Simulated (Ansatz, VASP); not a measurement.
Pd: VASP beside Ansatz

INCAR

```
SYSTEM = Pd
PREC = Accurate ; ENCUT = 520
EDIFF = 1E-6 ; ISMEAR = 0
SIGMA = 0.03 ; LREAL = .FALSE.
LASPH = .TRUE. ; NELM = 80
ALGO = Normal ; ISIF = 2
LWAVE = .FALSE. ; LCHARG = .FALSE.
GGA = PE ; NBANDS = 11
```

KPOINTS

```
Automatic mesh
0
G
  14 14 14
  0 0 0
```

POSCAR

```
Pd
1.0
    0.0000000000      1.9734737307      1.9734737307
    1.9734737307      0.0000000000      1.9734737307
    1.9734737307      1.9734737307      0.0000000000
Pd
1
Direct
    0.0000000000      0.0000000000      0.0000000000
```

Input for Ansatz:

```yaml
crystal:
  lattice:
    - [0.0, 1.9734737307, 1.9734737307]
    - [1.9734737307, 0.0, 1.9734737307]
    - [1.9734737307, 1.9734737307, 0.0]
  atoms:
    - { symbol: Pd, position: [0.0, 0.0, 0.0] }
hamiltonian:
  xc: pbe
  pseudopotentials:
    kind: paw
    azcp:
      Pd: "pseudopotentials/Pd.paw.azcp"
basis:
  ecutwfc: 420
  fft_grid_basis: typed
kpoints:
  mp_grid: { grid: [14, 14, 14], shift: [0, 0, 0] }
magnetization:
  spin_polarized: false
scf:
  occupations: { method: gaussian, width: 0.03 }
  lower_state_search: "off"
output:
  stress: true
```

Alike in both runs: task single point; functional PBE; k mesh 14 × 14 × 14; occupations gaussian, width 0.03 eV; no spin polarisation.

|  | VASP | Ansatz |
| --- | --- | --- |
| version | VASP 6.6.1 | Ansatz 0.2.0 |
| potentials or method | VASP PAW PBE potentials, release 64 (Pd), cutoff 520 eV | plane waves (420 eV) with PAW, scalar-relativistic |
| valence electrons in the cell | 10 | 18 |

Ansatz gave:

| Quantity | Value |
| --- | --- |
| pressure (GPa) | -0.4 |

Task: Which values does VASP return?

Result: Pressure (GPa): -0.7.

VASP's potentials hold 10 valence electrons a cell and Ansatz's 18, so a difference there can come from the potentials and not from the codes.
